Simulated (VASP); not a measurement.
# Nb2PdSe5 (P31m) in VASP: further runs

The runs below take Nb2PdSe5 through relaxation of cell and atoms, single point, with PBE.

All numbers are computed with VASP 6.6.1; they aren't measurements. Logs are shortened: lines on timing, memory, paths and dates and some standing lists are left out, and cuts for length are marked.

## Step 1: The cell of the first run

Symmetry: P31m, No. 157, trigonal system. The conventional cell has a = 6.233 Å, b = 6.233 Å, c = 6.760 Å, α = 90.00°, β = 90.00°, γ = 120.00°. Within 3.0 Å of Nb (site symmetry 3) lie 4 Se at 2.27 to 2.51 Å. Within 3.3 Å of Pd (site symmetry 3m) lie 3 Se at 2.49 Å. Within 3.0 Å of Se (site symmetry 3) lie 1 Nb at 2.27 Å. Se (site symmetry m) has 1 Pd at 2.49 Å and 2 Nb at 2.51 Å within 3.3 Å.

The cell was generated, and may not be a known phase.

## Step 2: Relaxation of cell and atoms, PBE

File INCAR:

```
SYSTEM = Nb2PdSe5
PREC = Accurate ; ENCUT = 500
EDIFF = 1E-7 ; ISMEAR = 0
SIGMA = 0.1 ; LREAL = .FALSE.
LASPH = .TRUE. ; NELM = 120
ALGO = Normal ; ISIF = 3
LWAVE = .FALSE. ; LCHARG = .FALSE.
GGA = PE ; IBRION = 2
NSW = 90 ; EDIFFG = -0.04
GGA_COMPAT = .FALSE. ; NELMIN = 4
```

File KPOINTS:

```
regular mesh
0
G
  3 3 4
  0 0 0
```

File POSCAR:

```
Nb2PdSe5
1.0
    6.2329185166      0.0000000000      0.0000000000
   -3.1164592583      5.3978657751      0.0000000000
    0.0000000000      0.0000000000      6.7596018270
Nb Pd Se
2 1 5
Direct
    0.3333333333      0.6666666667      0.7444745754
    0.6666666667      0.3333333333      0.7444745754
    0.0000000000      0.0000000000      0.7322941094
    0.3333333333      0.6666666667      0.4082534746
    0.6666666667      0.3333333333      0.4082534746
    0.3255211300      0.0000000000      0.9463233069
    0.0000000000      0.3255211300      0.9463233069
    0.6744788700      0.6744788700      0.9463233069
```

Potentials or basis: VASP PAW PBE potentials, release 64 (Nb_sv, Pd, Se).

Command:

```bash
$ cat potpaw_PBE.64/Nb_sv/POTCAR potpaw_PBE.64/Pd/POTCAR potpaw_PBE.64/Se/POTCAR > POTCAR
$ mpirun -np 1 vasp_std > vasp.out
```

OUTCAR:

```text
SYSTEM = Nb2PdSe5
   PREC = Accurate
   ENCUT = 500
   EDIFF = 1E-7
   ISMEAR = 0
   LREAL = .FALSE.
   LASPH = .TRUE.
   NELM = 120
   ISIF = 3
   GGA = PE
   IBRION = 2
   NSW = 90
   EDIFFG = -0.04
   NELMIN = 4

 ion  position               nearest neighbor table
   1  0.333  0.667  0.744-   4 2.27   6 2.51   7 2.51   8 2.51
   2  0.667  0.333  0.744-   5 2.27   7 2.51   6 2.51   8 2.51
   3  0.000  0.000  0.732-   6 2.49   7 2.49   8 2.49
   4  0.333  0.667  0.408-   1 2.27
   5  0.667  0.333  0.408-   2 2.27
   6  0.326  0.000  0.946-   3 2.49   1 2.51   2 2.51
   7  0.000  0.326  0.946-   3 2.49   2 2.51   1 2.51
   8  0.674  0.674  0.946-   3 2.49   1 2.51   2 2.51

  LATTYP: Found a hexagonal cell.
 ALAT       =     6.2329185166
 C/A-ratio  =     1.0845002721

  Lattice vectors:

 A1 = (   6.2329185166,   0.0000000000,   0.0000000000)
 A2 = (  -3.1164592583,   5.3978657751,   0.0000000000)
 A3 = (   0.0000000000,   0.0000000000,   6.7596018270)

Analysis of symmetry for initial positions (statically):
=====================================================================
 Subroutine PRICEL returns:
 Original cell was already a primitive cell.

 Routine SETGRP: Setting up the symmetry group for a
 hexagonal supercell.

 Subroutine GETGRP returns: Found  6 space group operations
 (whereof  6 operations were pure point group operations)
 out of a pool of 24 trial point group operations.

The static configuration has the point symmetry C_3v.

Analysis of symmetry for dynamics (positions and initial velocities):
=====================================================================
 Subroutine PRICEL returns:
 Original cell was already a primitive cell.

 Routine SETGRP: Setting up the symmetry group for a
 hexagonal supercell.

 Subroutine GETGRP returns: Found  6 space group operations
 (whereof  6 operations were pure point group operations)
 out of a pool of 24 trial point group operations.

The dynamic configuration has the point symmetry C_3v.

 Subroutine INISYM returns: Found  6 space group operations
 (whereof  6 operations are pure point group operations),
 and found     1 'primitive' translations

----------------------------------------------------------------------------------------

                                     Primitive cell

  volume of cell :     227.4231

  direct lattice vectors                    reciprocal lattice vectors
     6.232918517  0.000000000  0.000000000     0.160438484  0.092629202  0.000000000
    -3.116459258  5.397865775  0.000000000     0.000000000  0.185258404  0.000000000
     0.000000000  0.000000000  6.759601827     0.000000000  0.000000000  0.147937708

  length of vectors
     6.232918517  6.232918517  6.759601827     0.185258404  0.185258404  0.147937708

  position of ions in fractional coordinates (direct lattice)
     0.333333333  0.666666667  0.744474575
     0.666666667  0.333333333  0.744474575
     0.000000000  0.000000000  0.732294109
     0.333333333  0.666666667  0.408253475
     0.666666667  0.333333333  0.408253475
     0.325521130  0.000000000  0.946323307
     0.000000000  0.325521130  0.946323307
     0.674478870  0.674478870  0.946323307

  ion indices of the primitive-cell ions
   primitive index   ion index
                 1           1
                 2           2
                 3           3
                 4           4
                 5           5
                 6           6
                 7           7
                 8           8

----------------------------------------------------------------------------------------

 KPOINTS: regular mesh

Automatic generation of k-mesh.
 Grid dimensions read from file:
 generate k-points for:    3    3    4

 Generating k-lattice:

  Cartesian coordinates                     Fractional coordinates (reciprocal lattice)
     0.053479495  0.030876401  0.000000000     0.333333333  0.000000000  0.000000000
     0.000000000  0.061752801  0.000000000     0.000000000  0.333333333  0.000000000
     0.000000000  0.000000000  0.036984427     0.000000000  0.000000000  0.250000000

  Length of vectors
     0.061752801  0.061752801  0.036984427

  Shift w.r.t. Gamma in fractional coordinates (k-lattice)
     0.000000000  0.000000000  0.000000000

 Subroutine IBZKPT returns following result:
 ===========================================

 Found     10 irreducible k-points:

 Following reciprocal coordinates:
            Coordinates               Weight
  0.000000  0.000000  0.000000      1.000000
  0.333333  0.000000  0.000000      6.000000
  0.333333  0.333333  0.000000      2.000000
  0.000000  0.000000  0.250000      2.000000
  0.333333  0.000000  0.250000     12.000000
  0.333333  0.333333  0.250000      2.000000
 -0.333333 -0.333333  0.250000      2.000000
  0.000000  0.000000  0.500000      1.000000
  0.333333  0.000000  0.500000      6.000000
  0.333333  0.333333  0.500000      2.000000
   k-points           NKPTS =     10   k-points in BZ     NKDIM =     10   number of bands    NBANDS=     39
   number of dos      NEDOS =    301   number of ions     NIONS =      8
   total plane-waves  NPLWV = 115200
   dimension x,y,z NGX =    48 NGY =   48 NGZ =   50
   dimension x,y,z NGXF=    96 NGYF=   96 NGZF=  100
   ions per type =               2   1   5
   NGX,Y,Z   is equivalent  to a cutoff of  12.80, 12.80, 12.30 a.u.
   NGXF,Y,Z  is equivalent  to a cutoff of  25.61, 25.61, 24.59 a.u.
 SYSTEM =  Nb2PdSe5
   PREC   = accura    normal or accurate (medium, high low for compatibility)
   ISTART =      0    job   : 0-new  1-cont  2-samecut
   ICHARG =      2    charge: 1-file 2-atom 10-const
   ISPIN  =      1    spin polarized calculation?
   LNONCOLLINEAR =      F non collinear calculations
   LSORBIT =      F    spin-orbit coupling
   LASPH  =      T    aspherical Exc in radial PAW
   ENCUT  =  500.0 eV  36.75 Ry    6.06 a.u.  11.36 11.36 12.32*2*pi/ulx,y,z
   NELM   =    120;   NELMIN=  4; NELMDL= -5     # of ELM steps
   EDIFF  = 0.1E-06   stopping-criterion for ELM
   LREAL  =      F    real-space projection
   EDIFFG = -.4E-01   stopping-criterion for IOM
   NSW    =     90    number of steps for IOM
   IBRION =      2    ionic relax: 0-MD 1-quasi-New 2-CG
   NFREE  =      1    steps in history (QN), initial steepest desc. (CG)
   ISIF   =      3    stress and relaxation
   ISYM   =      2    0-nonsym 1-usesym 2-fastsym
   POTIM  = 0.5000    time-step for ionic-motion
   TEBEG  =    0.0;   TEEND  =   0.0 temperature during run
   PSTRESS=    0.0 pullay stress
   NELECT =      66.0000    total number of electrons
   NUPDOWN=      -1.0000    fix difference up-down
   EMIN   =  10.00;   EMAX   =-10.00  energy-range for DOS
   EFERMI =   0.00;   METHOD = LEGACY
   ISMEAR =     0;   SIGMA  =   0.10  broadening in eV -4-tet -1-fermi 0-gaus
   EFERMI_NEDOS =   21; number of points for ismear=-14 and -15
   IALGO  =     38    algorithm
   IMIX   =      4    mixing-type and parameters
     AMIX     =   0.40;   BMIX     =  1.00
     AMIX_MAG =   1.60;   BMIX_MAG =  1.00
  volume/ion in A,a.u.               =      28.43       191.84
  Fermi-wavevector in a.u.,A,eV,Ry     =   1.083872  2.048221 15.983827  1.174778
  Thomas-Fermi vector in A             =   2.219948
   LORBIT       =      0    0 simple, 1 ext, 2 COOP (PROOUT), +10 PAW based schemes
   GGA     = PE    functional components
   LHFCALC =     F    Hartree Fock is set to
   AEXX    =    0.0000 exact exchange contribution
   IVDW    =     0    specifies the selected vdW correction
   LEPSILON=     F    determine dielectric tensor
   LRPA    =     F    only Hartree local field effects (RPA)
 conjugate gradient relaxation of ions
 non-spin polarized calculation
 Gauss-broadening in eV      SIGMA  =   0.10
  energy-cutoff  :      500.00
  volume of cell :      227.42
 maximum number of plane-waves:      5797
 NGX is ok and might be reduce to    48
   NGX = 23   NGY = 23   NGZ = 25

--------------------------------------- Ionic step        1  -------------------------------------------

 number of electron      65.9999999 magnetization

 Free energy of the ion-electron system (eV)
  ---------------------------------------------------
  ext. energy  EPLUGINS =         0.00000000
  ---------------------------------------------------
  free energy    TOTEN  =       -45.41370538 eV

  energy without entropy =      -45.41200708  energy(sigma->0) =      -45.41285623

------------------------ aborting loop because EDIFF is reached ----------------------------------------

  FORCE on cell =-STRESS in cart. coord.  units (eV):
  Direction    XX          YY          ZZ          XY          YZ          ZX
  --------------------------------------------------------------------------------------
  -------------------------------------------------------------------------------------
  Total        3.4251348      3.4251348      3.5470618      0.0000000      0.0000000      0.0000000
  in kB       24.1297938     24.1297938     24.9887593      0.0000000      0.0000000      0.0000000
  external PRESSURE =      24.4161156 kB  Pullay stress =       0.0000000 kB
[... 107 lines left out ...]
  FREE ENERGIE OF THE ION-ELECTRON SYSTEM (eV)
  ---------------------------------------------------
  free  energy   TOTEN  =       -45.4934940250 eV

  energy  without entropy=      -45.4918703834  energy(sigma->0) =      -45.49268220

[... ionic steps 4 to 28 ...]

--------------------------------------- Ionic step       29  -------------------------------------------

 number of electron      66.0000007 magnetization

------------------------ aborting loop because EDIFF is reached ----------------------------------------

  FORCE on cell =-STRESS in cart. coord.  units (eV):
  Direction    XX          YY          ZZ          XY          YZ          ZX
  --------------------------------------------------------------------------------------
  -------------------------------------------------------------------------------------
  Total        0.0997465      0.0997465     -0.2108442      0.0000000      0.0000000      0.0000000
  in kB        0.5683363      0.5683363     -1.2013495      0.0000000      0.0000000      0.0000000
  external PRESSURE =      -0.0215589 kB  Pullay stress =       0.0000000 kB
[... 69 lines left out ...]
  energy  without entropy=      -45.9562780850  energy(sigma->0) =      -45.95627809

--------------------------------------- Ionic step       31  -------------------------------------------

 number of electron      66.0000005 magnetization

 Free energy of the ion-electron system (eV)
  ---------------------------------------------------
  ext. energy  EPLUGINS =         0.00000000
  ---------------------------------------------------
  free energy    TOTEN  =       -45.95647304 eV

  energy without entropy =      -45.95647304  energy(sigma->0) =      -45.95647304

 E-fermi :   1.5749     XC(G=0):  -7.6948

 val. band max:        1.1340392947   @ k =   0.3333   0.3333   0.5000
 cond. band min:       2.0013085954   @ k =  -0.3333  -0.3333   0.2500
 fundamental gap:      0.8672693007
 Fermi energy:         1.5748769478

 k-point     1 :       0.0000    0.0000    0.0000
  band No.  band energies     occupation
      1     -53.9744      2.00000
      2     -53.9717      2.00000
      3     -30.1089      2.00000
      4     -30.1089      2.00000
      5     -30.0729      2.00000
      6     -30.0729      2.00000
[... 444 lines left out ...]
  FREE ENERGIE OF THE ION-ELECTRON SYSTEM (eV)
  ---------------------------------------------------
  free  energy   TOTEN  =       -45.9564730374 eV

  energy  without entropy=      -45.9564730374  energy(sigma->0) =      -45.95647304

 reached required accuracy - stopping structural energy minimisation
```

Run time: 75 min. Hardware: 1 thread of Oxide Virtual Turin-like, shared host; peak memory 0.36 GiB.

What came out:

```yaml
Free_energy: -45.9565 eV
Relaxed_volume: 35.23 Å³/atom
Relaxed_cell: a = 6.873 Å, b = 6.873 Å, c = 6.890 Å, α = 90.00°, β = 90.00°, γ = 120.00°
Space_group_after_relaxing_to_0.1_Å: P31m (No. 157)
Energy_gained_by_relaxing: 67.8 meV/atom
Ionic_steps: 31
Pressure_after_relaxing: 0.1 GPa
Largest_force_after_relaxing: 0.038 eV/Å
Band_gap_on_the_k_mesh: 0.87 eV (least direct gap 0.95 eV)
```

Forces on the atoms (eV/Å):
```
Nb   0.000  0.000  0.007
Nb   0.000  0.000  0.007
Pd   0.000  0.000 -0.038
Se   0.000  0.000  0.001
Se   0.000  0.000  0.001
Se  -0.024  0.000  0.008
Se   0.012 -0.021  0.008
Se   0.012  0.021  0.008
```

The path:
| step | energy change (eV) | largest force (eV/Å) | pressure (GPa) | volume (Å³) |
| --- | --- | --- | --- | --- |
| 1 | 0.0000 | 1.0590 | 2.44 | 227.42 |
| 2 | 0.0454 | 1.6553 | -2.14 | 241.98 |
| 3 | -0.0798 | 0.4607 | 0.24 | 233.54 |
| 4 | -0.1895 | 0.4674 | -0.17 | 239.70 |
| 5 | -0.3343 | 0.7766 | -1.33 | 258.18 |
| 6 | -0.3993 | 0.6770 | -0.93 | 259.34 |
| 7 | -0.4550 | 0.4676 | 0.02 | 262.47 |
| 8 | -0.4574 | 0.4990 | -0.11 | 262.00 |
| 9 | -0.4696 | 0.4119 | 0.01 | 261.55 |
| 10 | -0.4858 | 0.1614 | 0.35 | 260.38 |
| 11 | -0.4862 | 0.1060 | 0.42 | 260.15 |
| 12 | -0.4917 | 0.1664 | -0.02 | 262.44 |
| 13 | -0.4920 | 0.1963 | -0.15 | 263.15 |
| 14 | -0.4967 | 0.2103 | -0.13 | 263.99 |
| 15 | -0.5015 | 0.2909 | -0.06 | 265.72 |
| 16 | -0.5048 | 0.2676 | -0.06 | 266.10 |
| 17 | -0.5136 | 0.1989 | -0.04 | 267.26 |
| 18 | -0.5265 | 0.1080 | 0.00 | 269.57 |
| 19 | -0.5350 | 0.1710 | 0.08 | 274.14 |
| 20 | -0.5352 | 0.1358 | 0.07 | 273.42 |
| 21 | -0.5374 | 0.0809 | 0.14 | 275.01 |
| 22 | -0.5374 | 0.0843 | 0.16 | 275.29 |
| 23 | -0.5387 | 0.0816 | 0.02 | 276.66 |
| 24 | -0.5393 | 0.0905 | -0.14 | 278.39 |
| 25 | -0.5406 | 0.0707 | -0.09 | 279.14 |
| 26 | -0.5416 | 0.0862 | -0.01 | 280.28 |
| 27 | -0.5417 | 0.0970 | 0.03 | 280.75 |
| 28 | -0.5421 | 0.0694 | -0.01 | 281.30 |
| 29 | -0.5421 | 0.0522 | 0.00 | 281.19 |
| 30 | -0.5426 | 0.0433 | 0.03 | 281.51 |
| 31 | -0.5428 | 0.0380 | 0.07 | 281.83 |

Final structure:
```yaml
crystal:
  lattice:
    - [6.87255, 0.00000, 0.00000]
    - [-3.43627, 5.95180, 0.00000]
    - [0.00000, 0.00000, 6.89015]
  atoms:
    - { symbol: Nb, position: [0.33333, 0.66667, 0.75592] }
    - { symbol: Nb, position: [0.66667, 0.33333, 0.75592] }
    - { symbol: Pd, position: [0.00000, 0.00000, 0.79257] }
    - { symbol: Se, position: [0.33333, 0.66667, 0.42391] }
    - { symbol: Se, position: [0.66667, 0.33333, 0.42391] }
    - { symbol: Se, position: [0.33874, 0.00000, 0.90816] }
    - { symbol: Se, position: [0.00000, 0.33874, 0.90816] }
    - { symbol: Se, position: [0.66126, 0.66126, 0.90816] }
```

Levels at points of the mesh, in eV from the valence-band top:
```
           k point  band 30  band 31  band 32  band 33  band 34  band 35  band 36  band 37
(0.00, 0.00, 0.00)    -0.84    -0.84    -0.55    -0.55     1.60     1.60     1.77     2.01
(0.00, 0.00, 0.50)    -0.85    -0.82    -0.45    -0.45     1.55     1.55     1.98     1.98
```

Caveat: the volume moved by over 15 % at a fixed basis, so the end points are rough.

(Continued in part 2 of 2.)
